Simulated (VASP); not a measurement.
# LiH17O9 in VASP: a series of runs, part 2 of 2

VASP 6.6.1. The steps go on from the part before.

### 3 Single point, r2SCAN+D3(BJ)

Contents of POSCAR:

```
LiH17O9
1.0
    6.5731380000      0.0000000000      0.0000000000
    0.0000000000      6.5731380000      0.0000000000
    0.0000000000      0.0000000000      6.5731380000
O H Li
9 17 1
Direct
    0.7961037787      0.4304488967      0.9928439050
    0.1868666077      0.3777039216      0.5122058901
    0.4130447284      0.7867931572      0.8626169114
    0.6735443558      0.6816531161      0.4296577981
    0.8870496862      0.1737222009      0.3050141348
    0.0164457220      0.8022043657      0.7233987785
    0.6005046600      0.1976072920      0.6220620958
    0.4239984008      0.3614864012      0.1285839427
   -0.0842063562      0.8004548208      0.1551618116
    0.8333158379      0.5687390102      1.0577900540
    0.8476773194      0.3275148034      1.0900729606
    0.2527712030      0.2675890876      0.5991202375
    0.2933302176      0.3881859775      0.4017867874
    0.2824373990      0.7893338007      0.7882536469
    0.4072331967      0.6533104888      0.9288714158
    0.6742289604      0.5451581878      0.4533603281
    0.7784409821      0.7248744816      0.3213229359
    1.0190870783      0.2348649914      0.3575613352
    0.9193630196      0.0312940334      0.2444190279
    0.0166587100      0.6745028022      0.6429957807
   -0.0247826837      0.7466753322      0.8514350376
    0.6574941831      0.2174456097      0.4904202529
    0.6689651122      0.2858604216      0.7141337973
    0.5670655325      0.4035819726      0.0946884121
    0.3876230805      0.2367970975      0.0436473417
    0.0567613216      0.7576442180      0.1559681236
    0.6591676609      0.8675764909      0.6495375573
```

Contents of INCAR.step1:

```
SYSTEM = LiH17O9
PREC     = Accurate       ! precision mode
ENCUT    = 720            ! plane-wave cutoff, eV
ISMEAR   = -1             ! smearing method
SIGMA    = 0.05           ! smearing width, eV
LREAL    = .FALSE.        ! projectors in reciprocal space
LASPH    = .TRUE.         ! aspherical terms in the spheres
NELM     = 120            ! most SCF steps
NBANDS   = 56             ! bands
GGA      = PE             ! functional
ALGO     = Normal         ! electronic algorithm
EDIFF    = 1E-5           ! SCF threshold, eV
LWAVE    = .TRUE.         ! write WAVECAR
LCHARG   = .FALSE.        ! write CHGCAR
GGA_COMPAT= .FALSE.
```

Contents of INCAR.step2:

```
SYSTEM = LiH17O9
PREC     = Accurate       ! precision mode
ENCUT    = 720            ! plane-wave cutoff, eV
EDIFF    = 1E-6           ! SCF threshold, eV
ISMEAR   = -1             ! smearing method
SIGMA    = 0.05           ! smearing width, eV
LREAL    = .FALSE.        ! projectors in reciprocal space
LASPH    = .TRUE.         ! aspherical terms in the spheres
NELM     = 120            ! most SCF steps
ALGO     = Normal         ! electronic algorithm
ISIF     = 2              ! what is computed and relaxed
LWAVE    = .FALSE.        ! write WAVECAR
LCHARG   = .FALSE.        ! write CHGCAR
METAGGA  = R2SCAN         ! meta-GGA
LMIXTAU  = .TRUE.       
IVDW     = 12             ! dispersion correction
VDW_S6   = 1.0          
VDW_S8   = 0.78981345   
VDW_A1   = 0.49484001   
VDW_A2   = 5.73083694   
NBANDS   = 56             ! bands
ISTART   = 1            
GGA_COMPAT= .FALSE.
```

Contents of KPOINTS:

```
Automatic mesh
0
G
  1 1 1
  0 0 0
```

Potentials or basis: VASP PAW PBE potentials, release 64 (O, H, Li_sv).

Run with:

```sh
> cat potpaw_PBE.64/O/POTCAR potpaw_PBE.64/H/POTCAR potpaw_PBE.64/Li_sv/POTCAR > POTCAR
> cp INCAR.step1 INCAR
> mpirun -np 1 vasp_gam > vasp.out
> cp INCAR.step2 INCAR
> mpirun -np 1 vasp_gam > vasp.out
```

OUTCAR:

```text
SYSTEM = LiH17O9
   PREC = Accurate
   ENCUT = 720
   EDIFF = 1E-6
   ISMEAR = -1
   LREAL = .FALSE.
   LASPH = .TRUE.
   NELM = 120
   ISIF = 2
   METAGGA = R2SCAN
   IVDW = 12
   ISTART = 1
 IVDW          = 12

 ion  position               nearest neighbor table
   1  0.796  0.430  0.993-  11 0.99  10 1.03
   2  0.187  0.378  0.512-  13 1.01  12 1.02
   3  0.413  0.787  0.863-  15 0.98  14 0.99  27 2.20
   4  0.674  0.682  0.430-  16 0.91  17 1.03  27 1.90
   5  0.887  0.174  0.305-  18 1.02  19 1.04
   6  0.016  0.802  0.723-  21 0.96  20 0.99
   7  0.601  0.198  0.622-  23 0.95  22 0.95  27 2.21
   8  0.424  0.361  0.129-  24 1.01  25 1.02
   9  0.916  0.800  0.155-  26 0.97
  10  0.833  0.569  0.058-   1 1.03
  11  0.848  0.328  0.090-   1 0.99
  12  0.253  0.268  0.599-   2 1.02
  13  0.293  0.388  0.402-   2 1.01
  14  0.282  0.789  0.788-   3 0.99
[... 10 lines left out ...]
  25  0.388  0.237  0.044-   8 1.02
  26  0.057  0.758  0.156-   9 0.97
  27  0.659  0.868  0.650-   4 1.90   3 2.20   7 2.21

  LATTYP: Found a simple cubic cell.
 ALAT       =     6.5731380000

  Lattice vectors:

[... 210 lines left out ...]

 k-point     1 :       0.0000    0.0000    0.0000
  band No.  band energies     occupation
      1     -48.1972      2.00000
      2     -24.2726      2.00000
      3     -24.1933      2.00000
      4     -23.5132      2.00000
      5     -23.4442      2.00000
      6     -23.4207      2.00000
[... 41 lines left out ...]
     48       6.9548      0.00000
     49       7.1030      0.00000
 [bands above 49 left out]

------------------------ aborting loop because EDIFF is reached ----------------------------------------

 Edisp (eV)   -0.49139

 E8    (eV) :    -0.0784

  FORCE on cell =-STRESS in cart. coord.  units (eV):
  Direction    XX          YY          ZZ          XY          YZ          ZX
  --------------------------------------------------------------------------------------
  -------------------------------------------------------------------------------------
  Total      -4.39312    -7.24090    -2.79458    -0.44125    -2.54900     0.09248
  in kB     -24.78365   -40.84934   -15.76554    -2.48928   -14.38009     0.52171
  external pressure =      -27.13 kB  Pullay stress =        0.00 kB

 VOLUME and BASIS-vectors are now :
 -----------------------------------------------------------------------------
  energy-cutoff  :      720.00
  volume of cell :      284.00
      direct lattice vectors                 reciprocal lattice vectors
     6.573138000  0.000000000  0.000000000     0.152134338  0.000000000  0.000000000
     0.000000000  6.573138000  0.000000000     0.000000000  0.152134338  0.000000000
     0.000000000  0.000000000  6.573138000     0.000000000  0.000000000  0.152134338

 POSITION                                       TOTAL-FORCE (eV/Angst)
 -----------------------------------------------------------------------------------
      5.23290      2.82940      6.52610         0.169401      1.217633      0.433047
      1.22830      2.48270      3.36680         2.018407     -1.502423     -0.033460
      2.71500      5.17170      5.67010        -0.129312     -0.585728     -0.347057
      4.42730      4.48060      2.82420        -0.167048      3.506736     -0.101459
      5.83070      1.14190      2.00490         1.434641     -0.217770     -0.282281
      0.10810      5.27300      4.75500        -0.119797     -1.245456     -1.389511
[... 19 lines left out ...]
      0.37310      4.98010      1.02520        -0.042259      0.090353      0.340548
      4.33280      5.70270      4.26950        -0.146366      0.212146      0.306711
 -----------------------------------------------------------------------------------
    total drift:                                0.001876      0.003394     -0.003539

  FREE ENERGIE OF THE ION-ELECTRON SYSTEM (eV)
  ---------------------------------------------------
  free  energy   TOTEN  =      -142.7343893912 eV

  energy  without entropy=     -142.7343893912  energy(sigma->0) =     -142.73438939
```

OUTCAR.step1:

```text
SYSTEM = LiH17O9
   PREC = Accurate
   ENCUT = 720
   ISMEAR = -1
   LREAL = .FALSE.
   LASPH = .TRUE.
[... 328 lines left out ...]
      0.10810      5.27300      4.75500         0.039372     -0.744536     -1.579576
[... 19 lines left out ...]
      0.37310      4.98010      1.02520         0.281489     -0.003022      0.349591
      4.33280      5.70270      4.26950        -0.152754      0.201941      0.301055
 -----------------------------------------------------------------------------------
    total drift:                               -0.001815      0.001639      0.000343

  FREE ENERGIE OF THE ION-ELECTRON SYSTEM (eV)
  ---------------------------------------------------
  free  energy   TOTEN  =      -131.2503152248 eV

  energy  without entropy=     -131.2503152248  energy(sigma->0) =     -131.25031522
```

It took 3.2 min on 1 thread of Intel Xeon Platinum 8259CL at 2.50GHz (Skylake/Cascade Lake), shared host; peak memory 0.52 GiB.

What came out:

| Quantity | Value |
| --- | --- |
| Free energy | -142.7344 eV |
| Pressure | -2.7 GPa |
| Largest force | 3.512 eV/Å |
| Dispersion energy per atom | -0.018 eV |

Forces in eV/Å, atoms in the order of the input:
```
O    0.169  1.218  0.433
O    2.018 -1.502 -0.033
O   -0.129 -0.586 -0.347
O   -0.167  3.507 -0.101
O    1.435 -0.218 -0.282
O   -0.120 -1.245 -1.390
O   -1.182 -1.082  0.566
O   -0.667 -1.287 -0.836
O    0.024 -0.366 -0.429
H   -0.148 -0.838 -0.501
H    0.036 -0.014  0.081
H   -0.896  1.562 -0.983
H   -0.958  0.143  0.679
H    0.269  0.304  0.234
H    0.291  0.422 -0.036
H    0.108 -3.132  0.254
H    0.199 -0.265 -0.174
H   -1.397 -0.588 -0.114
H   -0.459  0.660  0.327
H    0.196  0.894 -0.046
H   -0.326  0.355  1.415
H    0.922 -0.036 -1.091
H    0.601  0.533  0.745
H   -0.501 -0.623 -0.317
H    0.872  1.883  1.298
H   -0.042  0.090  0.341
Li  -0.146  0.212  0.307
```

Caveat: the k points lie up to 0.96 Å⁻¹ apart; the PAW data sets were made with another functional, which shifts forces and pressure a little.

### 4 Single point, r2SCAN+D3(BJ)

Contents of POSCAR:

```
LiH17O9
1.0
    6.5731380000      0.0000000000      0.0000000000
    0.0000000000      6.5731380000      0.0000000000
    0.0000000000      0.0000000000      6.5731380000
O H Li
9 17 1
Direct
    0.7891968798      0.4365342702      0.9983055277
    0.1809637954      0.3657613761      0.5138945812
    0.4037341069      0.7671374007      0.8575204111
    0.6731792334      0.6692845944      0.4376296375
    0.8895446893      0.1708012216      0.3040252616
    0.0157002637      0.7816814435      0.7108476956
    0.5866300084      0.2112689556      0.6216817599
    0.4236484918      0.3712990660      0.1252522007
   -0.0868839206      0.7969405176      0.1586913283
    0.8502636032      0.5691193460      1.0485250728
    0.8183153921      0.3395790565      1.0982577880
    0.2160764006      0.2641660650      0.6202821240
    0.2988831210      0.3901332971      0.4184150705
    0.2673152458      0.7606564779      0.7951757593
    0.4190236079      0.6615105297      0.9620823418
    0.6831288191      0.5345848513      0.4598716777
    0.7756417102      0.7171916975      0.3268454123
    1.0173831738      0.2283688552      0.3774300798
    0.9224665601      0.0415935281      0.2379989588
    0.0248739643      0.6662419076      0.6185782194
   -0.0268669241      0.7380645287      0.8478446672
    0.6519260664      0.2499262909      0.4983160250
    0.6588329653      0.2694451265      0.7308533611
    0.5631100397      0.4100781088      0.0683995985
    0.3823744458      0.2554639808      0.0378966637
    0.0363448934      0.7283127176      0.1741177502
    0.6458711197      0.8618105994      0.6459015466
```

Contents of INCAR.step1:

```
SYSTEM = LiH17O9
PREC = Accurate
ENCUT = 720
ISMEAR = -1
SIGMA = 0.05
LREAL = .FALSE.
LASPH = .TRUE.
NELM = 120
NBANDS = 56
GGA = PE
ALGO = Normal
EDIFF = 1E-5
LWAVE = .TRUE.
LCHARG = .FALSE.
GGA_COMPAT = .FALSE.
```

Contents of INCAR.step2:

```
SYSTEM = LiH17O9
PREC = Accurate
ENCUT = 720
EDIFF = 1E-6
ISMEAR = -1
SIGMA = 0.05
LREAL = .FALSE.
LASPH = .TRUE.
NELM = 120
ALGO = Normal
ISIF = 2
LWAVE = .FALSE.
LCHARG = .FALSE.
METAGGA = R2SCAN
LMIXTAU = .TRUE.
IVDW = 12
VDW_S6 = 1.0
VDW_S8 = 0.78981345
VDW_A1 = 0.49484001
VDW_A2 = 5.73083694
NBANDS = 56
ISTART = 1
GGA_COMPAT = .FALSE.
```

KPOINTS is that of step 3.

Run with:

```sh
> cat potpaw_PBE.64/O/POTCAR potpaw_PBE.64/H/POTCAR potpaw_PBE.64/Li_sv/POTCAR > POTCAR
> cp INCAR.step1 INCAR
> mpirun -np 1 vasp_gam > vasp.out
> cp INCAR.step2 INCAR
> mpirun -np 1 vasp_gam > vasp.out
```

Run time: 3.2 min. Hardware: 1 thread of Intel Xeon Platinum 8259CL at 2.50GHz (Skylake/Cascade Lake), shared host; peak memory 0.52 GiB.

Results (log left out):

```
Free energy                : -142.2972 eV
Pressure                   : -1.0 GPa
Largest force              : 4.351 eV/Å
Dispersion energy per atom : -0.018 eV
```

Forces in eV/Å, atoms in the order of the input:
```
O   -0.318  2.072 -1.938
O    0.664 -0.228 -0.170
O    0.605 -0.019 -0.037
O   -0.226  4.304 -0.599
O    1.153  1.652  1.060
O   -0.141  0.086  0.241
O   -1.289 -1.325  0.009
O    0.128 -0.572 -0.924
O   -1.707  0.020 -0.782
H   -0.711 -0.213  0.053
H    1.087 -1.880  1.886
H    0.326  1.059 -1.198
H   -0.983 -0.663  1.113
H    0.333 -0.045  0.403
H   -0.390  0.388 -0.622
H    0.325 -3.843  0.465
H   -0.038 -0.131 -0.223
H   -1.621 -0.679 -0.979
H    0.009 -0.811 -0.067
H   -0.186 -0.079  0.476
H    0.088  0.139 -0.474
H    0.797 -0.295 -0.901
H    0.904  0.831  1.101
H   -0.760 -0.177  0.462
H    0.191  0.865  0.862
H    1.991 -0.566  0.512
Li  -0.230  0.107  0.270
```

Stress tensor (GPa, compression positive):
```
-0.74 -1.10  1.35
-1.10 -0.13 -0.58
 1.35 -0.58 -2.27
```

Levels at points of the mesh, in eV from the Fermi level:
```
           k point  band 34  band 35  band 36  band 37  band 38  band 39  band 40  band 41
(0.00, 0.00, 0.00)    -2.29    -1.96    -1.26    -1.24     3.18     6.30     6.49     6.82
```

Caveat: the k points lie up to 0.96 Å⁻¹ apart; the PAW data sets were made with another functional, which shifts forces and pressure a little.

### 5 Single point, r2SCAN+D3(BJ)

Contents of POSCAR:

```
LiH17O9
1.0
    6.5731380000      0.0000000000      0.0000000000
    0.0000000000      6.5731380000      0.0000000000
    0.0000000000      0.0000000000      6.5731380000
O H Li
9 17 1
Direct
    0.7956321623      0.4445365364      0.9894817361
    0.1694928663      0.3634185073      0.5171046158
    0.4003719380      0.7712602413      0.8542343094
    0.6885143747      0.6873429403      0.4521280399
    0.8963603077      0.1770539429      0.3050141348
    0.0063744288      0.7870822125      0.7072725386
    0.5822028991      0.1921456692      0.6225945659
    0.4208340065      0.3791187710      0.1204599690
   -0.0829436412      0.7974729878      0.1348975177
    0.8160485905      0.5684347415      1.0745552581
    0.8755635436      0.3356235637      1.0573640779
    0.2599671572      0.2694603399      0.5916352281
    0.2770518434      0.4307227385      0.4310422206
    0.2611385916      0.7310511357      0.8361303231
    0.4626861630      0.6659224255      0.9474774453
    0.6946758154      0.5386620515      0.4729400174
    0.7601696480      0.7164918795      0.3123622233
    1.0213386666      0.2184192695      0.3709947973
    0.9168528030      0.0409089236      0.2346976437
   -0.0377445293      0.6783365875      0.6185173657
   -0.0578566888      0.7580245539      0.8472513433
    0.6685847764      0.1802031237      0.4954406860
    0.6881188254      0.2499415043      0.7123081852
    0.5837242425      0.3805488338      0.1116970312
    0.3894486925      0.2548098032      0.0438146894
    0.0467508822      0.7444998112      0.1812072103
    0.6398009596      0.8674852103      0.6715818229
```

Contents of INCAR.step1:

```
  PREC = Accurate
  ENCUT = 720
  ISMEAR = -1
  SIGMA = 0.05
  LREAL = False
  LASPH = True
  NELM = 120
  NBANDS = 56
  GGA = PE
  ALGO = Normal
  EDIFF = 1E-5
  LWAVE = True
  LCHARG = False
  GGA_COMPAT = False
```

Contents of INCAR.step2:

```
  PREC = Accurate
  ENCUT = 720
  EDIFF = 1E-6
  ISMEAR = -1
  SIGMA = 0.05
  LREAL = False
  LASPH = True
  NELM = 120
  ALGO = Normal
  ISIF = 2
  LWAVE = False
  LCHARG = False
  METAGGA = R2SCAN
  LMIXTAU = True
  IVDW = 12
  VDW_S6 = 1.0
  VDW_S8 = 0.78981345
  VDW_A1 = 0.49484001
  VDW_A2 = 5.73083694
  NBANDS = 56
  ISTART = 1
  GGA_COMPAT = False
```

Contents of KPOINTS:

```
regular mesh
0
Gamma
  1 1 1
```

Run with:

```sh
> cat potpaw_PBE.64/O/POTCAR potpaw_PBE.64/H/POTCAR potpaw_PBE.64/Li_sv/POTCAR > POTCAR
> cp INCAR.step1 INCAR
> mpirun -np 1 vasp_gam > vasp.out
> cp INCAR.step2 INCAR
> mpirun -np 1 vasp_gam > vasp.out
```

Wall time 3 min (1 thread of Intel Xeon Platinum 8259CL at 2.50GHz (Skylake/Cascade Lake), shared host); peak memory 0.52 GiB.

Results (log left out):

| Property | Result |
| --- | --- |
| Free energy | -142.2802 eV |
| Pressure | -3.8 GPa |
| Largest force | 2.771 eV/Å |
| Dispersion energy per atom | -0.018 eV |

Forces on the atoms (eV/Å):
```
O    0.047 -1.027  0.216
O    2.206  0.249 -0.322
O    2.281 -0.947  1.257
O    0.284 -1.153 -1.031
O   -0.968 -1.021 -0.985
O   -1.063 -0.097  1.922
O    2.079 -0.260 -0.598
O    2.302 -0.660 -0.090
O   -0.607 -0.253  0.204
H    0.711  0.345 -0.457
H   -0.381  0.647  0.019
H   -0.591  0.438 -0.144
H   -1.260 -0.599  0.478
H   -0.653  0.039 -0.496
H   -1.095  0.970 -0.997
H   -0.246  1.008 -0.263
H    0.107  0.301  0.998
H    0.458  0.281  0.391
H   -0.172  0.273  0.470
H    0.111  0.010  0.107
H    1.096  0.390 -1.196
H   -0.638  0.063  0.441
H   -0.856 -0.003  0.070
H   -2.613  0.176 -0.341
H   -0.019  0.628  0.434
H   -0.103  0.132 -0.107
Li  -0.417  0.070  0.019
```

Stress tensor (GPa, compression positive):
```
-3.94  0.92  2.20
 0.92 -3.67  0.92
 2.20  0.92 -3.68
```

Levels at points of the mesh, in eV from the Fermi level:
```tsv
k point	band 34	band 35	band 36	band 37	band 38	band 39	band 40	band 41
(0.00, 0.00, 0.00)	-2.27	-2.14	-1.52	-1.32	2.97	5.99	6.28	6.48
```

Caveat: the k points lie up to 0.96 Å⁻¹ apart; the atoms stand as in a frame of molecular dynamics; the PAW data sets were made with another functional, which shifts forces and pressure a little.

### 6 Summary

| cell | pressure (GPa) | largest force (eV/Å) |
| --- | --- | --- |
| as given, atomic positions A | -2.1 | 1.49 |
| as given, atomic positions B | -2.7 | 3.51 |
| as given, atomic positions C | -1.0 | 4.35 |
| as given, atomic positions D | -3.8 | 2.77 |

Alike in all rows: task single point; level r2SCAN+D3(BJ); potentials or basis VASP PAW PBE potentials, release 64 (O, H, Li_sv); no spin polarisation; k mesh 1 × 1 × 1; cutoff (eV) 720; smearing fermi-dirac 0.05 eV.

Caveats: all runs use coarse meshes; the PAW data sets were made with another functional, which shifts forces and pressure a little; the atoms stand as in a frame of molecular dynamics (at least some runs).

Total energies depend on the potentials used, so only differences within one code and one set of settings carry meaning.
